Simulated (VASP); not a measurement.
Wanted: the native input for a VASP 6.6.1 run.

```yaml
Task: single point
Functional: PBEsol
Potentials_or_basis: VASP PAW PBE potentials, release 64 (Al, Cu)
Cutoff: 520 eV
k_mesh: 18 × 18 × 18
Occupations: gaussian, width 0.15 eV
Spin: no spin polarisation
Dipole_correction: no
Further_INCAR_settings: ALGO = Normal; EDIFF = 1e-07; NBANDS = 14
```

The structure of AlCu lies in POSCAR:

```
AlCu
1.0
    2.9975090000      0.0000000000      0.0000000000
    0.0000000000      2.9975090000      0.0000000000
    0.0000000000      0.0000000000      2.9975090000
Al Cu
1 1
Direct
    0.0000000000      0.0000000000      0.0000000000
    0.5000000000      0.5000000000      0.5000000000
```

The input as run:

INCAR

```
SYSTEM = AlCu
PREC     = Accurate       ! precision mode
ENCUT    = 520            ! plane-wave cutoff, eV
EDIFF    = 1E-7           ! SCF threshold, eV
ISMEAR   = 0              ! smearing method
SIGMA    = 0.15           ! smearing width, eV
LREAL    = .FALSE.        ! projectors in reciprocal space
LASPH    = .TRUE.         ! aspherical terms in the spheres
NELM     = 60             ! most SCF steps
ALGO     = Normal         ! electronic algorithm
ISIF     = 2              ! what is computed and relaxed
LWAVE    = .FALSE.        ! write WAVECAR
LCHARG   = .FALSE.        ! write CHGCAR
GGA      = PS             ! functional
NBANDS   = 14             ! bands
```

KPOINTS

```
regular mesh
0
G
  18 18 18
  0 0 0
```

Potentials or basis: VASP PAW PBE potentials, release 64 (Al, Cu).

The run is started by

```console
$ cat potpaw_PBE.64/Al/POTCAR potpaw_PBE.64/Cu/POTCAR > POTCAR
$ mpirun -np 1 vasp_std > vasp.out
```

Results of the run:

```json
{
  "Pressure": "-4.6 GPa",
  "Band gap on the k mesh": "zero (band 7 reaches 12.79 eV, above the bottom of band 8 at 8.11 eV)"
}
```

Caveat: the PAW data sets were made with another functional, which shifts forces and pressure a little.

Wall time 36 s on 1 thread of Intel(R) Xeon(R) Platinum 8488C (Sapphire Rapids), with other jobs on the host, peak memory 0.2 GiB.
